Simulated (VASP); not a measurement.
The system is Na.

```
CELL_PARAMETERS angstrom
-2.14100 2.14100 2.14100
2.14100 -2.14100 2.14100
2.14100 2.14100 -2.14100
ATOMIC_POSITIONS crystal
Na 0.00000 0.00000 0.00000
```

```yaml
Program: VASP 6.6.1
Task: relaxation of cell and atoms
Functional: LDA
Potentials_or_basis: VASP PAW LDA potentials, release 64 (Na_pv)
Cutoff: 500 eV
k_mesh: 7 × 7 × 7
Occupations: gaussian, width 0.05 eV
Spin: no spin polarisation
```

At the start: pressure -1.1 GPa; volume 39.26 Å³/atom.

Task: Where does the relaxation end?

Result: Over 3 steps the energy falls by 24.1 meV/atom and the volume is 33.22 Å³/atom (-15.4 %); space group Im-3m (No. 229, to 0.05 Å).

Step by step:
```
step  energy change (eV)  largest force (eV/Å)  pressure (GPa)  volume (Å³)
   1              0.0000                0.0000           -1.14        39.26
   2             -0.0102                0.0000           -0.94        37.68
   3             -0.0241                0.0000            0.01        33.22
```

Final structure:
```
Na
1.0
    -2.02512    2.02512    2.02512
     2.02512   -2.02512    2.02512
     2.02512    2.02512   -2.02512
Na
1
Cartesian
  0.0000 0.0000 0.0000
```

Caveat: the volume moved by over 15 % at a fixed basis, so the end points are rough; the volume moved by -15 % from the deposited cell, more than functionals usually miss.
